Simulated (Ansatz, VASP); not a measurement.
# BP in VASP and in Ansatz

The input INCAR:

```
SYSTEM = BP
ALGO = Normal
EDIFF = 1E-6
ENCUT = 500
GGA_COMPAT = .FALSE.
ISIF = 2
ISMEAR = 0
LASPH = .TRUE.
LCHARG = .TRUE.
LELF = .TRUE.
LREAL = .FALSE.
LVHAR = .TRUE.
LWAVE = .FALSE.
NBANDS = 11
NELM = 120
PREC = Accurate
SIGMA = 0.05
```

Contents of KPOINTS:

```
k-points
0
G
  10 10 10
  0 0 0
```

The input POSCAR:

```
BP
1.0
    0.0000000000      2.0874800000      2.0874800000
    2.0874800000      0.0000000000      2.0874800000
    2.0874800000      2.0874800000      0.0000000000
B P
1 1
Direct
    0.0000000000      0.0000000000      0.0000000000
    0.7500000000      0.7500000000      0.7500000000
```

Input for Ansatz:

```yaml
crystal:
  lattice:
    - [0.0, 2.08748, 2.08748]
    - [2.08748, 0.0, 2.08748]
    - [2.08748, 2.08748, 0.0]
  atoms:
    - { symbol: B, position: [0.0, 0.0, 0.0] }
    - { symbol: P, position: [0.75, 0.75, 0.75] }
basis:
  ecutwfc: 420
kpoints:
  mp_grid: { grid: [10, 10, 10] }
hamiltonian:
  xc: lda
scf:
  occupations: { method: gaussian, width: 0.05 }
output:
  forces: true
  stress: true
  eigenvalues: true
```

Change from the starting cell: strain -0.080 along x and y, -0.080 along z, atoms carried along.

Alike in both runs: task single point; functional LDA; k mesh 10 × 10 × 10; occupations gaussian, width 0.05 eV; no spin polarisation.

|  | VASP | Ansatz |
| --- | --- | --- |
| version | VASP 6.6.1 | Ansatz 0.2.0 |
| potentials or method | VASP PAW LDA potentials, release 64 (B, P), cutoff 500 eV | scalar-relativistic, plane waves, PAW |
| valence electrons in the cell | 8 | 8 |

Ansatz gave:

| Item | Value |
| --- | --- |
| gap on the k mesh at the Fermi level (eV) | 0.81 |
| least direct gap on the mesh (eV) | 3.93 |
| pressure (GPa) | 57.5 |

Task: Estimate VASP's values.

Result: gap on the k mesh at the Fermi level (eV): 0.80; least direct gap on the mesh (eV): 3.93; pressure (GPa): 57.1.

LDA's correlation is that of Perdew and Zunger in VASP and of Perdew and Wang (1992) in Ansatz. Both programs put the cell under a high pressure, so it lies far from rest at this level.
